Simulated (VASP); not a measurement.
# B2As3 (P-3m1) in VASP: relaxation of cell and atoms with r2SCAN

Aim: the relaxation of cell and atoms of B2As3 with r2SCAN.

Program: VASP 6.6.1. These are calculated values, not measurements. Logs are shortened: lines on timing, memory, paths and dates and some standing lists are left out, and cuts for length are marked.

## (1) The cell of the first run

It takes space group P-3m1 (No. 164, trigonal). Conventional cell: a = 3.316 Å, b = 3.316 Å, c = 7.925 Å, α = 90.00°, β = 90.00°, γ = 120.00°. B (site symmetry 3m) has 6 As at 2.09 to 2.51 Å within 2.8 Å. As (site symmetry -3m) has 6 B at 2.51 Å and 12 As at 3.13 to 3.32 Å within 3.4 Å. As (site symmetry 3m) has 3 B at 2.09 Å within 2.8 Å.

## (2) Relaxation of cell and atoms, r2SCAN

Input file POSCAR:

```
B2As3
1.0
    3.3155177229      0.0000000000      0.0000000000
   -1.6577588615      2.8713225747      0.0000000000
    0.0000000000      0.0000000000      7.9252584829
B As
2 3
Direct
    0.3333333333      0.6666666667      0.2052397620
    0.6666666667      0.3333333333      0.7947602380
    0.0000000000      0.0000000000      0.0000000000
    0.3333333333      0.6666666667      0.6876756911
    0.6666666667      0.3333333333      0.3123243089
```

Input file INCAR.step1:

```
PREC = Accurate ; ENCUT = 600
ISMEAR = 0 ; SIGMA = 0.1
LREAL = False ; LASPH = True
NELM = 100 ; GGA = PE
ALGO = Normal ; EDIFF = 1E-4
LWAVE = True ; LCHARG = False
```

Input file INCAR.step2:

```
PREC = Accurate ; ENCUT = 600
EDIFF = 1E-7 ; ISMEAR = 0
SIGMA = 0.1 ; LREAL = False
LASPH = True ; NELM = 100
ALGO = Normal ; ISIF = 3
LWAVE = False ; LCHARG = False
METAGGA = R2SCAN ; LMIXTAU = True
IBRION = 2 ; NSW = 100
EDIFFG = -0.01 ; ISTART = 1
```

Input file KPOINTS:

```
Automatic mesh
0
Gamma
  12 12 6
```

Potentials or basis: VASP PAW PBE potentials, release 64 (B, As).

Run with:

```sh
> cat potpaw_PBE.64/B/POTCAR potpaw_PBE.64/As/POTCAR > POTCAR
> cp INCAR.step1 INCAR
> mpirun -np 1 vasp_std > vasp.out
> cp INCAR.step2 INCAR
> mpirun -np 1 vasp_std > vasp.out
```

OUTCAR:

```text
PREC = Accurate
   ENCUT = 600
   EDIFF = 1E-7
   ISMEAR = 0
   LREAL = False
   LASPH = True
   NELM = 100
   ISIF = 3
   METAGGA = R2SCAN
   IBRION = 2
   NSW = 100
   EDIFFG = -0.01
   ISTART = 1

 ion  position               nearest neighbor table
   1  0.333  0.667  0.205-   5 2.09   5 2.09   5 2.09   3 2.51   3 2.51   3 2.51
   2  0.667  0.333  0.795-   4 2.09   4 2.09   4 2.09   3 2.51   3 2.51   3 2.51
   3  0.000  0.000  0.000-   1 2.51   2 2.51   1 2.51   2 2.51   2 2.51   1 2.51
   4  0.333  0.667  0.688-   2 2.09   2 2.09   2 2.09
   5  0.667  0.333  0.312-   1 2.09   1 2.09   1 2.09

  LATTYP: Found a hexagonal cell.
 ALAT       =     3.3155177229
 C/A-ratio  =     2.3903532254

  Lattice vectors:

 A1 = (   3.3155177229,   0.0000000000,   0.0000000000)
 A2 = (  -1.6577588615,   2.8713225747,   0.0000000000)
 A3 = (   0.0000000000,   0.0000000000,   7.9252584829)

Analysis of symmetry for initial positions (statically):
=====================================================================
 Subroutine PRICEL returns:
 Original cell was already a primitive cell.

 Routine SETGRP: Setting up the symmetry group for a
 hexagonal supercell.

 Subroutine GETGRP returns: Found 12 space group operations
 (whereof 12 operations were pure point group operations)
 out of a pool of 24 trial point group operations.

The static configuration has the point symmetry D_3d.

Analysis of symmetry for dynamics (positions and initial velocities):
=====================================================================
 Subroutine PRICEL returns:
 Original cell was already a primitive cell.

 Routine SETGRP: Setting up the symmetry group for a
 hexagonal supercell.

 Subroutine GETGRP returns: Found 12 space group operations
 (whereof 12 operations were pure point group operations)
 out of a pool of 24 trial point group operations.

The dynamic configuration has the point symmetry D_3d.

 Subroutine INISYM returns: Found 12 space group operations
 (whereof 12 operations are pure point group operations),
 and found     1 'primitive' translations

----------------------------------------------------------------------------------------

                                     Primitive cell

  volume of cell :      75.4478

  direct lattice vectors                    reciprocal lattice vectors
     3.315517723  0.000000000  0.000000000     0.301612021  0.174135781  0.000000000
    -1.657758862  2.871322575  0.000000000     0.000000000  0.348271563  0.000000000
     0.000000000  0.000000000  7.925258483     0.000000000  0.000000000  0.126178850

  length of vectors
     3.315517723  3.315517723  7.925258483     0.348271563  0.348271563  0.126178850

  position of ions in fractional coordinates (direct lattice)
     0.333333333  0.666666667  0.205239762
     0.666666667  0.333333333  0.794760238
     0.000000000  0.000000000  0.000000000
     0.333333333  0.666666667  0.687675691
     0.666666667  0.333333333  0.312324309

  ion indices of the primitive-cell ions
   primitive index   ion index
                 1           1
                 2           2
                 3           3
                 4           4
                 5           5

----------------------------------------------------------------------------------------

 KPOINTS: Automatic mesh

Automatic generation of k-mesh.
 Grid dimensions read from file:
 generate k-points for:   12   12    6

 Generating k-lattice:

  Cartesian coordinates                     Fractional coordinates (reciprocal lattice)
     0.025134335  0.014511315  0.000000000     0.083333333 -0.000000000  0.000000000
     0.000000000  0.029022630  0.000000000     0.000000000  0.083333333  0.000000000
     0.000000000  0.000000000  0.021029808     0.000000000  0.000000000  0.166666667

  Length of vectors
     0.029022630  0.029022630  0.021029808

  Shift w.r.t. Gamma in fractional coordinates (k-lattice)
     0.000000000  0.000000000  0.000000000

 Subroutine IBZKPT returns following result:
 ===========================================

 Found    100 irreducible k-points:

 Following reciprocal coordinates:
            Coordinates               Weight
  0.000000  0.000000  0.000000      1.000000
  0.083333  0.000000  0.000000      6.000000
  0.166667  0.000000  0.000000      6.000000
  0.250000  0.000000  0.000000      6.000000
  0.333333  0.000000  0.000000      6.000000
  0.416667  0.000000  0.000000      6.000000
[... 16 lines left out ...]
  0.166667  0.000000  0.166667      6.000000
  0.000000  0.166667  0.166667      6.000000
 [... further k-points ...]
   k-points           NKPTS =    100   k-points in BZ     NKDIM =    100   number of bands    NBANDS=     14
   number of dos      NEDOS =    301   number of ions     NIONS =      5
   total plane-waves  NPLWV =  50176
   dimension x,y,z NGX =    28 NGY =   28 NGZ =   64
   dimension x,y,z NGXF=    56 NGYF=   56 NGZF=  128
   ions per type =               2   3
   NGX,Y,Z   is equivalent  to a cutoff of  14.04, 14.04, 13.43 a.u.
   NGXF,Y,Z  is equivalent  to a cutoff of  28.08, 28.08, 26.85 a.u.
 SYSTEM =  unknown system
   PREC   = accura    normal or accurate (medium, high low for compatibility)
   ISTART =      1    job   : 0-new  1-cont  2-samecut
   ICHARG =      0    charge: 1-file 2-atom 10-const
   ISPIN  =      1    spin polarized calculation?
   LNONCOLLINEAR =      F non collinear calculations
   LSORBIT =      F    spin-orbit coupling
   LASPH  =      T    aspherical Exc in radial PAW
   ENCUT  =  600.0 eV  44.10 Ry    6.64 a.u.   6.62  6.62 15.83*2*pi/ulx,y,z
   NELM   =    100;   NELMIN=  2; NELMDL=  0     # of ELM steps
   EDIFF  = 0.1E-06   stopping-criterion for ELM
   LREAL  =      F    real-space projection
   EDIFFG = -.1E-01   stopping-criterion for IOM
   NSW    =    100    number of steps for IOM
   IBRION =      2    ionic relax: 0-MD 1-quasi-New 2-CG
   NFREE  =      1    steps in history (QN), initial steepest desc. (CG)
   ISIF   =      3    stress and relaxation
   ISYM   =      2    0-nonsym 1-usesym 2-fastsym
   POTIM  = 0.5000    time-step for ionic-motion
   TEBEG  =    0.0;   TEEND  =   0.0 temperature during run
   PSTRESS=    0.0 pullay stress
   NELECT =      21.0000    total number of electrons
   NUPDOWN=      -1.0000    fix difference up-down
   EMIN   =  10.00;   EMAX   =-10.00  energy-range for DOS
   EFERMI =   0.00;   METHOD = LEGACY
   ISMEAR =     0;   SIGMA  =   0.10  broadening in eV -4-tet -1-fermi 0-gaus
   EFERMI_NEDOS =   21; number of points for ismear=-14 and -15
   IALGO  =     38    algorithm
   IMIX   =      4    mixing-type and parameters
     AMIX     =   0.40;   BMIX     =  1.00
     AMIX_MAG =   1.60;   BMIX_MAG =  1.00
  volume/ion in A,a.u.               =      15.09       101.83
  Fermi-wavevector in a.u.,A,eV,Ry     =   1.068888  2.019906 15.544959  1.142522
  Thomas-Fermi vector in A             =   2.204551
   LORBIT       =      0    0 simple, 1 ext, 2 COOP (PROOUT), +10 PAW based schemes
   METAGGA = R2SCAN    functional components
   LHFCALC =     F    Hartree Fock is set to
   AEXX    =    0.0000 exact exchange contribution
   IVDW    =     0    specifies the selected vdW correction
   LEPSILON=     F    determine dielectric tensor
   LRPA    =     F    only Hartree local field effects (RPA)
 conjugate gradient relaxation of ions
 non-spin polarized calculation
 Gauss-broadening in eV      SIGMA  =   0.10
  energy-cutoff  :      600.00
  volume of cell :       75.45
 maximum number of plane-waves:      2563
 NGX is ok and might be reduce to    28
   NGX = 13   NGY = 13   NGZ = 31

--------------------------------------- Ionic step        1  -------------------------------------------

 number of electron      20.9999999 magnetization

 Free energy of the ion-electron system (eV)
  ---------------------------------------------------
  ext. energy  EPLUGINS =         0.00000000
  ---------------------------------------------------
  free energy    TOTEN  =       -55.87064551 eV

  energy without entropy =      -55.86783284  energy(sigma->0) =      -55.86923918

------------------------ aborting loop because EDIFF is reached ----------------------------------------

  FORCE on cell =-STRESS in cart. coord.  units (eV):
  Direction    XX          YY          ZZ          XY          YZ          ZX
  --------------------------------------------------------------------------------------
  -------------------------------------------------------------------------------------
  Total       -0.6918092     -0.6918092      1.1063736      0.0000000      0.0000000      0.0000000
  in kB      -14.6909588    -14.6909588     23.4944667      0.0000000      0.0000000      0.0000000
  external PRESSURE =      -1.9624836 kB  Pullay stress =       0.0000000 kB
[... 98 lines left out ...]
  FREE ENERGIE OF THE ION-ELECTRON SYSTEM (eV)
  ---------------------------------------------------
  free  energy   TOTEN  =       -55.8805188537 eV

  energy  without entropy=      -55.8778383803  energy(sigma->0) =      -55.87917862

[... ionic steps 4 to 10 ...]

--------------------------------------- Ionic step       11  -------------------------------------------

 number of electron      21.0000000 magnetization

------------------------ aborting loop because EDIFF is reached ----------------------------------------
[... 73 lines left out ...]
--------------------------------------- Ionic step       13  -------------------------------------------

 number of electron      21.0000000 magnetization

 Free energy of the ion-electron system (eV)
  ---------------------------------------------------
  ext. energy  EPLUGINS =         0.00000000
  ---------------------------------------------------
  free energy    TOTEN  =       -55.88267249 eV

  energy without entropy =      -55.87976834  energy(sigma->0) =      -55.88122041

 E-fermi :   5.7398     XC(G=0): -11.0693

 val. band max:        5.7131214600   @ k =   0.4167   0.0000   0.3333
 cond. band min:       5.7579122191   @ k =  -0.0833   0.4167   0.3333
 fundamental gap:      0.0447907591
 Fermi energy:         5.7398338576

 k-point     1 :       0.0000    0.0000    0.0000
  band No.  band energies     occupation
      1     -10.4769      2.00000
      2      -9.0343      2.00000
      3      -6.7530      2.00000
      4      -0.4632      2.00000
      5       1.5833      2.00000
      6       5.1828      2.00000
      7       5.1828      2.00000
      8       5.2932      2.00000
      9       5.2932      2.00000
     10       7.0964      0.00000
     11       7.0964      0.00000
     12       8.0108      0.00000
     13       9.8336      0.00000
     14      10.1252      0.00000
[... 377 lines left out ...]
      1      -9.9756      2.00000
      2      -8.6535      2.00000
      3      -6.2259      2.00000
      4      -0.5017      2.00000
      5       1.7416      2.00000
      6       2.7667      2.00000
      7       3.1393      2.00000
      8       3.8168      2.00000
      9       4.5002      2.00000
     10       5.2343      2.00000
     11       7.2619      0.00000
     12       7.7208      0.00000
     13       8.3518      0.00000
     14      10.5202      0.00000

 [... further k-points ...]
[... 5 lines left out ...]
  --------------------------------------------------------------------------------------
  -------------------------------------------------------------------------------------
  Total        0.0319145      0.0319145      0.0235164     -0.0000000      0.0000000     -0.0000000
  in kB        0.6752644      0.6752644      0.4975733     -0.0000000      0.0000000     -0.0000000
  external PRESSURE =       0.6160340 kB  Pullay stress =       0.0000000 kB
[... 20 lines left out ...]
  FREE ENERGIE OF THE ION-ELECTRON SYSTEM (eV)
  ---------------------------------------------------
  free  energy   TOTEN  =       -55.8826724860 eV

  energy  without entropy=      -55.8797683432  energy(sigma->0) =      -55.88122041

 reached required accuracy - stopping structural energy minimisation
```

Wall time 80 min (1 thread of Oxide Virtual Turin-like, shared host); peak memory 0.3 GiB.

What came out:

```
Free energy                           : -55.8827 eV
Relaxed volume                        : 15.14 Å³/atom
Relaxed cell                          : a = 3.297 Å, b = 3.297 Å, c = 8.045 Å, α = 90.00°, β = 90.00°, γ = 120.00°
Space group after relaxing (to 0.1 Å) : P-3m1 (No. 164)
Energy gained by relaxing             : 2.4 meV/atom
Ionic steps                           : 13
Pressure after relaxing               : 0.1 GPa
Largest force after relaxing          : 0.006 eV/Å
Band gap on the k mesh                : zero (an odd number of electrons rules out a gap without spin polarisation)
```

Forces on the atoms (eV/Å):
```
B    0.000  0.000  0.006
B    0.000  0.000 -0.006
As   0.000  0.000  0.000
As   0.000  0.000  0.002
As   0.000  0.000 -0.002
```

Step by step:
```tsv
step	energy change (eV)	largest force (eV/Å)	pressure (GPa)	volume (Å³)
1	0.0000	0.1440	-0.20	75.45
2	-0.0094	0.0784	0.13	75.24
3	-0.0099	0.0457	0.07	75.28
4	-0.0102	0.0417	0.01	75.34
5	-0.0110	0.0519	-0.16	75.53
6	-0.0113	0.0727	-0.49	75.91
7	-0.0114	0.0669	-0.45	75.90
8	-0.0117	0.0502	-0.33	75.88
9	-0.0119	0.0259	-0.09	75.83
10	-0.0119	0.0234	-0.07	75.82
11	-0.0120	0.0144	-0.01	75.77
12	-0.0120	0.0034	0.12	75.68
13	-0.0120	0.0056	0.06	75.72
```

Final structure:
```xyz
5
Lattice="3.2968 0.0000 0.0000 -1.6484 2.8551 0.0000 0.0000 0.0000 8.0448" Properties=species:S:1:pos:R:3 pbc="T T T"
B     0.0000    1.9034    1.6215
B     1.6484    0.9517    6.4233
As    0.0000    0.0000    0.0000
As    0.0000    1.9034    5.5506
As    1.6484    0.9517    2.4942
```

Caveat: the PAW data sets were made with another functional, which shifts forces and pressure a little.

The gap in the log of VASP goes by the Fermi energy; the results here count the filled bands.